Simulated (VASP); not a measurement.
Input of a VASP 6.6.1 run:

The input INCAR:

```
SYSTEM = V
ALGO     = Normal         ! electronic algorithm
EDIFF    = 1E-8           ! SCF threshold, eV
ENCUT    = 520            ! plane-wave cutoff, eV
GGA      = PE             ! functional
ISIF     = 2              ! what is computed and relaxed
ISMEAR   = -1             ! smearing method
ISPIN    = 2              ! spin polarisation
LASPH    = .True.         ! aspherical terms in the spheres
LCHARG   = .False.        ! write CHGCAR
LEFG     = .True.       
LMAXMIX  = 4              ! l up to which the mixer works
LORBIT   = 11             ! projections on sites
LREAL    = .False.        ! projectors in reciprocal space
LWAVE    = .False.        ! write WAVECAR
MAGMOM   = 1.5            ! initial moments
NBANDS   = 16             ! bands
NELM     = 150            ! most SCF steps
PREC     = Accurate       ! precision mode
SIGMA    = 0.03           ! smearing width, eV
```

KPOINTS

```
k-points
0
Gamma
  15 15 15
  0 0 0
```

POSCAR

```
V
1.0
   -1.5028453316      1.5028453316      1.5028453316
    1.5028453316     -1.5028453316      1.5028453316
    1.5028453316      1.5028453316     -1.5028453316
V
1
Direct
    0.0000000000      0.0000000000      0.0000000000
```

Potentials or basis: VASP PAW PBE potentials, release 64 (V_sv).

Launch:

```console
$ cat potpaw_PBE.64/V_sv/POTCAR > POTCAR
$ mpirun -np 1 vasp_std > vasp.out
```

(1) What does it give for the net moment?

(2) Predict the pressure.

Answers

(1) 0.00 μB per cell.

(2) -1.7 GPa.

Caveat: the moments typed at the start vanished in this run.
